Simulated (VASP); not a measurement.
In: single point with PBE

The system is In.

```
In
1.0
    -1.89479    1.89479    1.89479
     1.89479   -1.89479    1.89479
     1.89479    1.89479   -1.89479
In
1
Direct
  0.00000 0.00000 0.00000
```

This isn't the form of In at room conditions, which is tetragonal.

```
Program             : VASP 6.6.1
Task                : single point
Functional          : PBE
Potentials or basis : VASP PAW PBE potentials, release 64 (In_d)
Cutoff              : 520 eV
k mesh              : 14 × 14 × 14
Occupations         : fermi-dirac, width 0.0612256 eV
Spin                : no spin polarisation
```

```json
{"Pressure": "0.7 GPa", "Band gap on the k mesh": "zero (an odd number of electrons rules out a gap without spin polarisation)"}
```

Levels at points of the mesh, in eV from the Fermi level:
| k point | band 3 | band 4 | band 5 | band 6 | band 7 | band 8 | band 9 | band 10 |
| --- | --- | --- | --- | --- | --- | --- | --- | --- |
| (0.00, 0.00, 0.00) | -14.60 | -14.35 | -14.35 | -9.23 | 10.73 | 10.73 | 10.73 | 12.92 |
| (0.50, 0.00, 0.00) | -14.37 | -14.36 | -14.20 | -3.88 | -2.99 | 5.78 | 7.23 | 9.92 |
| (0.50, 0.50, 0.50) | -14.24 | -14.24 | -14.24 | 0.80 | 1.30 | 1.30 | 1.30 | 5.25 |

Run time: 34 s on 1 thread of AMD EPYC 7R13 (shared host), peak memory 0.13 GiB.

Caveat: spin-orbit coupling is left out, which moves the levels of the heavy elements.
